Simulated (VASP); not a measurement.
# O: electric field gradients with PBE

The system is O.

```
CELL_PARAMETERS angstrom
1.42335 0.82177 3.40830
-1.42335 0.82177 3.40830
0.00000 -1.64354 3.40830
ATOMIC_POSITIONS crystal
O 0.05770 0.05770 0.05770
O 0.94230 0.94230 0.94230
```

* Program: VASP 6.6.1
* Task: electric field gradients
* Functional: PBE
* Potentials or basis: VASP PAW PBE potentials, release 64 (O)
* Cutoff: 520 eV
* k mesh: 10 × 10 × 10
* Occupations: fermi-dirac, width 0.02 eV
* Spin: no spin polarisation
* Dipole correction: no
* Further INCAR settings: ALGO = Normal; EDIFF = 1e-08; NBANDS = 13

```yaml
Pressure: 9.3 GPa
Largest_force: 4.296 eV/Å
Band_gap_on_the_k_mesh: zero (bands 6 and 7 overlap by 1.29 eV)
Largest_electric_field_gradient_by_atom: O +118.6 V/Å²
```

Forces in eV/Å, atoms in the order of the input:
```
O    0.000  0.000  4.296
O    0.000  0.000 -4.296
```

Stress tensor (GPa, compression positive):
```
-6.26  0.00  0.00
 0.00 -6.26  0.00
 0.00  0.00 40.54
```

Levels at points of the mesh, in eV from the Fermi level:
| k point | band 4 | band 5 | band 6 | band 7 | band 8 | band 9 |
| --- | --- | --- | --- | --- | --- | --- |
| (0.00, 0.00, 0.00) | -6.59 | -6.59 | 0.55 | 0.55 | 8.29 | 11.72 |
| (0.50, 0.00, 0.00) | -7.89 | -6.97 | -0.74 | 0.06 | 10.61 | 12.69 |
| (0.50, 0.50, 0.00) | -7.28 | -7.18 | -1.34 | 0.60 | 10.11 | 11.78 |
| (0.50, 0.50, 0.50) | -6.69 | -6.69 | 0.80 | 0.80 | 8.01 | 8.59 |

Electric field gradients, principal values (V/Å²):
```csv
atom,least,middle,greatest (by size)
1 O,-59.295,-59.295,118.590
2 O,-59.295,-59.295,118.590
```

Run time: 84 s on 1 thread of Intel Xeon 8259CL, on a shared host, peak memory 0.16 GiB.

Caveat: the standard files for N, O and F lose accuracy on very short bonds; spin is off for a triplet molecule; the stress differs along the axes, from -6 to 41 GPa; this functional lacks dispersion, which holds the molecules together, so the pressure and a relaxed volume are unreliable; without QUAD_EFG the Cq values of the log hold for a quadrupole moment of 1 mb, not for the nuclei; forces of over 1 eV/Å act on the atoms, so gaps and moduli don't describe the material at rest.
